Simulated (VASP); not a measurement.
Write the native input for VASP 6.6.1 that does the following.

| Quantity | Value |
| --- | --- |
| Task | single point |
| Functional | PBE |
| Potentials or basis | VASP PAW PBE potentials, release 64 (Al, Ni) |
| Cutoff | 520 eV |
| k mesh | 16 × 16 × 16 |
| Occupations | gaussian, width 0.15 eV |
| Spin | no spin polarisation |
| Dipole correction | no |
| Further INCAR settings | ALGO = Fast; EDIFF = 1e-06; NBANDS = 14 |

The structure of AlNi lies in POSCAR:

```
AlNi
1.0
    2.8927237805      0.0000000000      0.0000000000
    0.0000000000      2.8927237805      0.0000000000
    0.0000000000      0.0000000000      2.8927237805
Al Ni
1 1
Direct
   -0.0207416969     -0.0138277980      0.0000000000
    0.5095350226      0.5063566817      0.5000000000
```

This cell differs from its parent crystal: atoms displaced along several vibrational modes.

These files were run (other wordings do the same):

INCAR

```
ALGO = Fast ; EDIFF = 1E-6
ENCUT = 520 ; GGA = PE
ISIF = 2 ; ISMEAR = 0
LASPH = True ; LCHARG = True
LELF = True ; LREAL = False
LVHAR = True ; LWAVE = False
NBANDS = 14 ; NELM = 100
PREC = Accurate ; SIGMA = 0.15
```

KPOINTS

```
k-points
0
Gamma
  16 16 16
```

Potentials or basis: VASP PAW PBE potentials, release 64 (Al, Ni).

Launch:

```console
$ cat potpaw_PBE.64/Al/POTCAR potpaw_PBE.64/Ni/POTCAR > POTCAR
$ mpirun -np 1 vasp_std > vasp.out
```

Results of the run:

```
Pressure               : 0.7 GPa
Largest force          : 0.610 eV/Å
Band gap on the k mesh : zero (an odd number of electrons rules out a gap without spin polarisation)
```

Caveat: the cell differs from its parent crystal (atoms displaced along several vibrational modes).

Run time: 4.4 min on 1 thread of Intel(R) Xeon(R) Platinum 8259CL CPU @ 2.50GHz (Skylake/Cascade Lake), on a shared host, peak memory 0.49 GiB.
